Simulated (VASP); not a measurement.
## CdP2C: single point with r2SCAN

Crystal: CdP2C.

```
CELL_PARAMETERS angstrom
3.30484 0.00000 0.00000
0.00000 3.30484 0.00000
0.00000 0.00000 5.97184
ATOMIC_POSITIONS crystal
Cd 0.00000 0.00000 0.00000
P 0.00000 0.50000 0.32654
P 0.50000 0.00000 0.67346
C 0.50000 0.50000 0.50000
```

```yaml
Program: VASP 6.6.1
Task: single point
Functional: r2SCAN
Potentials_or_basis: VASP PAW PBE potentials, release 64 (Cd, P, C)
Cutoff: 520 eV
k_mesh: 6 × 6 × 4
Occupations: fermi-dirac, width 0.02 eV
Spin: no spin polarisation
```

- Pressure: 0.2 GPa
- Largest force: 0.226 eV/Å
- Band gap on the k mesh: zero (bands 13 and 14 overlap by 0.21 eV)

Forces in eV/Å, atoms in the order of the input:
```
Cd   0.000  0.000  0.000
P    0.000  0.000  0.226
P    0.000  0.000 -0.226
C    0.000  0.000  0.000
```

Stress tensor (GPa, compression positive):
```
 0.30  0.00  0.00
 0.00  0.30  0.00
 0.00  0.00 -0.10
```

Levels at points of the mesh, in eV from the Fermi level:
```tsv
k point	band 9	band 10	band 11	band 12	band 13	band 14	band 15	band 16	band 17	band 18
(0.00, 0.00, 0.00)	-6.21	-6.21	-2.56	-1.58	-0.32	0.65	0.65	2.35	3.75	3.75
(0.50, 0.00, 0.00)	-6.69	-5.46	-5.19	-5.14	0.20	0.33	2.30	2.98	4.31	5.58
(0.50, 0.50, 0.00)	-7.01	-5.63	-4.47	-4.47	-3.30	1.03	1.03	1.12	1.26	6.02
(0.00, 0.00, 0.50)	-6.10	-6.10	-5.72	-0.68	-0.40	-0.01	-0.01	3.68	5.09	5.09
(0.50, 0.00, 0.50)	-7.35	-5.47	-3.50	-3.17	-0.94	0.31	1.07	1.43	4.30	4.58
(0.50, 0.50, 0.50)	-6.91	-5.70	-5.03	-5.03	-3.93	2.21	3.47	3.47	3.87	4.45
```

Wall time 88 s on 1 thread of Intel(R) Xeon(R) 6975P-C (Granite Rapids), with other jobs on the host, peak memory 0.22 GiB.

Caveat: the PAW data sets were made with another functional, which shifts forces and pressure a little.
